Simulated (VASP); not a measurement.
The system is Ge.

```
Ge
1.0
     5.93000    0.00000    0.00000
     0.00000    5.93000    0.00000
     0.00000    0.00000    6.98000
Ge
12
Direct
  0.37500 0.16670 0.75000
  0.33330 0.87500 0.50000
  0.62500 0.83330 0.25000
  0.66670 0.12500 0.00000
  0.87500 0.33330 0.50000
  0.83330 0.62500 0.75000
  0.12500 0.66670 0.00000
  0.16670 0.37500 0.25000
  0.57500 0.42500 0.25000
  0.92500 0.92500 0.50000
  0.42500 0.57500 0.75000
  0.07500 0.07500 0.00000
```

```yaml
Program: VASP 6.6.1
Task: relaxation of cell and atoms
Functional: PBEsol
Dispersion: D4
Potentials_or_basis: VASP PAW PBE potentials, release 64 (Ge_d)
Cutoff: 500 eV
k_mesh: 5 × 5 × 4
Occupations: fermi-dirac, width 0.05 eV
Spin: no spin polarisation
```

At the start: pressure -1.1 GPa; volume 20.45 Å³/atom.

Task: How do energy, volume and symmetry change on relaxing?

Result: Over 16 steps the energy falls by 19.0 meV/atom and the volume is 19.84 Å³/atom (-3.0 %); space group P4_32_12 (No. 96, to 0.1 Å) before and after.

Step by step:
| step | energy change (eV) | largest force (eV/Å) | pressure (GPa) | volume (Å³) |
| --- | --- | --- | --- | --- |
| 1 | 0.0000 | 0.8461 | -1.09 | 245.45 |
| 2 | -0.1295 | 0.2342 | 0.39 | 240.54 |
| 3 | -0.1301 | 0.2490 | 0.50 | 240.19 |
| 4 | -0.1655 | 0.1686 | 0.07 | 241.41 |
| 5 | -0.1774 | 0.1351 | -0.33 | 242.66 |
| 6 | -0.1867 | 0.1033 | 0.02 | 241.13 |
| 7 | -0.1890 | 0.1087 | 0.34 | 239.96 |
| 8 | -0.1950 | 0.1034 | 0.33 | 239.81 |
| 9 | -0.2099 | 0.0874 | 0.20 | 239.35 |
| 10 | -0.2256 | 0.0526 | 0.07 | 238.41 |
| 11 | -0.2266 | 0.0415 | -0.01 | 238.10 |
| 12 | -0.2274 | 0.0214 | 0.00 | 238.03 |
| 13 | -0.2277 | 0.0129 | 0.03 | 237.92 |
| 14 | -0.2277 | 0.0116 | 0.03 | 237.93 |
| 15 | -0.2278 | 0.0100 | -0.03 | 238.11 |
| 16 | -0.2278 | 0.0063 | -0.01 | 238.04 |

Final structure:
```xyz
12
Lattice="5.8890 0.0000 0.0000 0.0000 5.8890 0.0000 0.0000 0.0000 6.8641" Properties=species:S:1:pos:R:3 pbc="T T T"
Ge    2.1692    1.0203    5.0659
Ge    1.9242    5.1137    3.3499
Ge    3.7198    4.8687    1.6339
Ge    3.9648    0.7753    6.7819
Ge    5.1137    1.9242    3.5142
Ge    4.8687    3.7198    5.2302
Ge    0.7753    3.9648    0.0822
Ge    1.0203    2.1692    1.7982
Ge    3.4746    2.4144    1.7160
Ge    5.3589    5.3589    3.4320
Ge    2.4144    3.4746    5.1480
Ge    0.5301    0.5301    0.0000
```

Caveat: the PAW data sets were made with another functional, which shifts forces and pressure a little.
